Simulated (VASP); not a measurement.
Set up this calculation in VASP 6.6.1, as the native input.

* Task: density of states
* Functional: PBE
* Potentials or basis: VASP PAW PBE potentials, release 64 (Mg, Se)
* Cutoff: 520 eV
* k mesh: 5 × 5 × 5
* Occupations: gaussian, width 0.01 eV
* Spin: no spin polarisation
* Dipole correction: no
* k mesh for the DOS: 8 × 8 × 8
* Occupations for the DOS: tetrahedron
* Further INCAR settings: ALGO = Normal; EDIFF = 1e-06

The system is MgSe.

```
CELL_PARAMETERS angstrom
0.00000 2.72550 2.72550
2.72550 0.00000 2.72550
2.72550 2.72550 0.00000
ATOMIC_POSITIONS crystal
Mg 0.00000 0.00000 0.00000
Se 0.50000 0.50000 0.50000
```

These files were run (other wordings do the same):

POSCAR

```
MgSe
1.0
    0.0000000000      2.7255000000      2.7255000000
    2.7255000000      0.0000000000      2.7255000000
    2.7255000000      2.7255000000      0.0000000000
Mg Se
1 1
Direct
    0.0000000000      0.0000000000      0.0000000000
    0.5000000000      0.5000000000      0.5000000000
```

INCAR.step1

```
ALGO = Normal ; EDIFF = 1E-6
ENCUT = 520 ; GGA = PE
GGA_COMPAT = F ; ISIF = 2
ISMEAR = 0 ; LASPH = T
LCHARG = T ; LORBIT = 11
LREAL = F ; LWAVE = F
NBANDS = 11 ; NEDOS = 2001
NELM = 120 ; PREC = Accurate
SIGMA = 0.01
```

KPOINTS.step1

```
k-points
0
Gamma
  5 5 5
```

INCAR.step2

```
ALGO = Normal ; EDIFF = 1E-6
ENCUT = 520 ; GGA = PE
GGA_COMPAT = F ; ICHARG = 11
ISIF = 2 ; ISMEAR = -5
LASPH = T ; LCHARG = F
LORBIT = 10 ; LREAL = F
LWAVE = F ; NEDOS = 2001
NELM = 120 ; PREC = Accurate
SIGMA = 0.01
```

KPOINTS.step2

```
k-points
0
Gamma
  8 8 8
```

Potentials or basis: VASP PAW PBE potentials, release 64 (Mg, Se).

Run with:

```bash
$ cat potpaw_PBE.64/Mg/POTCAR potpaw_PBE.64/Se/POTCAR > POTCAR
$ cp INCAR.step1 INCAR
$ cp KPOINTS.step1 KPOINTS
$ mpirun -np 1 vasp_std > vasp.out
$ cp INCAR.step2 INCAR
$ cp KPOINTS.step2 KPOINTS
$ mpirun -np 1 vasp_std > vasp.out
```

It gave:

* Valence electrons inside the program's atomic spheres: Mg 0.30; Se 3.95

It took 26 s on 1 thread of Intel Xeon 8259CL (shared host), peak memory 0.16 GiB.
